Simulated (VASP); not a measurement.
Runs of VASP 6.6.1 on Sr. The structure is that of space group P6_3/mmc (No. 194), or close to it. The cells are those of the table. 

```csv
cell,gap on the mesh (eV),pressure (GPa)
"a = 4.479, b = 4.479, c = 7.375 Å, angles 90.0, 90.0, 120.0°, 2 atoms",none,-1.1
"a = 4.425, b = 4.425, c = 7.286 Å, angles 90.0, 90.0, 120.0°, 2 atoms",none,-0.8
"a = 4.255, b = 4.255, c = 7.006 Å, angles 90.0, 90.0, 120.0°, 2 atoms",none,0.5
"a = 4.370, b = 4.370, c = 7.195 Å, angles 90.0, 90.0, 120.0°, 2 atoms",none,(b)
"a = 4.313, b = 4.313, c = 7.102 Å, angles 90.0, 90.0, 120.0°, 2 atoms",none,0.0
"a = 4.133, b = 4.133, c = 6.805 Å, angles 90.0, 90.0, 120.0°, 2 atoms",none,1.9
"a = 4.195, b = 4.195, c = 6.907 Å, angles 90.0, 90.0, 120.0°, 2 atoms",none,(a)
```

Alike in all rows: task single point; level r2SCAN; potentials or basis VASP PAW PBE potentials, release 64 (Sr_sv); no spin polarisation; k mesh 10 × 10 × 5; cutoff (eV) 520; smearing fermi-dirac 0.1 eV.

Task: Fill in the values left out.

Result: (a) 1.1; (b) -0.4.

Caveats: the PAW data sets were made with another functional, which shifts forces and pressure a little.

A k mesh can miss the band edges, and the runs leave out spin-orbit coupling on Sr.

A gap of «none» marks levels without a gap at the run's occupations.
